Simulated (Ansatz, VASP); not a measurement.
**Two plane-wave programs on Y**

File INCAR:

```
PREC = Accurate
ENCUT = 520
EDIFF = 1E-6
ISMEAR = -1
SIGMA = 0.1
LREAL = F
LASPH = T
NELM = 100
ALGO = Normal
ISIF = 2
LWAVE = F
LCHARG = F
GGA = CA
NBANDS = 12
```

File KPOINTS:

```
Automatic mesh
0
Gamma
  13 13 13
```

File POSCAR:

```
Y
1.0
    0.0000000000      2.5170467719      2.5170467719
    2.5170467719      0.0000000000      2.5170467719
    2.5170467719      2.5170467719      0.0000000000
Y
1
Direct
    0.0000000000      0.0000000000      0.0000000000
```

Input for Ansatz:

```yaml
crystal:
  lattice:
    - [0.0, 2.5170467719, 2.5170467719]
    - [2.5170467719, 0.0, 2.5170467719]
    - [2.5170467719, 2.5170467719, 0.0]
  atoms:
    - { symbol: "Y", position: [0.0, 0.0, 0.0] }
hamiltonian:
  xc: lda
  pseudopotentials:
    kind: paw
    azcp:
      "Y": "pseudopotentials/Y.paw.azcp"
basis:
  ecutwfc: 420
  fft_grid_basis: typed
kpoints:
  mp_grid: { grid: [13, 13, 13], shift: [0, 0, 0] }
magnetization:
  spin_polarized: false
scf:
  occupations: { method: fermi_dirac, width: 0.1 }
  lower_state_search: "off"
output:
  stress: true
```

Alike in both runs: task single point; functional LDA; k mesh 13 × 13 × 13; occupations fermi-dirac, width 0.1 eV; no spin polarisation.

|  | VASP | Ansatz |
| --- | --- | --- |
| version | VASP 6.6.1 | Ansatz 0.2.0 |
| potentials or method | VASP PAW LDA potentials, release 64 (Y_sv), cutoff 520 eV | plane waves (420 eV) with PAW, scalar-relativistic |
| valence electrons in the cell | 11 | 11 |

```tsv
	VASP	Ansatz	Ansatz less VASP
pressure (GPa)	-3.2	-3.0	+0.17
```

Ansatz warns that its potentials were made for another functional, while VASP's fit it. LDA's correlation is that of Perdew and Zunger in VASP and of Perdew and Wang (1992) in Ansatz.
